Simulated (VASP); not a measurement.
Runs of VASP 6.6.1 on Be. The structure is that of space group P6_3/mmc (No. 194), or close to it. The cells are those of the table. 

| cell | gap on the mesh (eV) | pressure (GPa) |
| --- | --- | --- |
| a = 2.230, b = 2.230, c = 3.508 Å, angles 90.0, 90.0, 120.0°, 2 atoms | none | 0.4 |
| a = 2.287, b = 2.287, c = 3.599 Å, angles 90.0, 90.0, 120.0°, 2 atoms | none | -8.6 |
| a = 2.259, b = 2.259, c = 3.554 Å, angles 90.0, 90.0, 120.0°, 2 atoms | none | -4.5 |
| a = 2.199, b = 2.199, c = 3.461 Å, angles 90.0, 90.0, 120.0°, 2 atoms | none | 6.2 |
| a = 2.168, b = 2.168, c = 3.412 Å, angles 90.0, 90.0, 120.0°, 2 atoms | none | (a) |
| a = 2.137, b = 2.137, c = 3.362 Å, angles 90.0, 90.0, 120.0°, 2 atoms | none | 21.4 |
| a = 2.315, b = 2.315, c = 3.643 Å, angles 90.0, 90.0, 120.0°, 2 atoms | none | (b) |

Alike in all rows: task single point; level LDA; potentials or basis VASP PAW LDA potentials, release 64 (Be); no spin polarisation; k mesh 26 × 26 × 15; cutoff (eV) 520; smearing fermi-dirac 0.1 eV.

**Question.** Fill in the values left out.

**Answer.** (a) 13.1; (b) -12.1.

Caveats: the cell stands under tension (at least some runs); the cell stands under pressure (at least some runs).

A gap of «none» marks levels without a gap at the run's occupations.
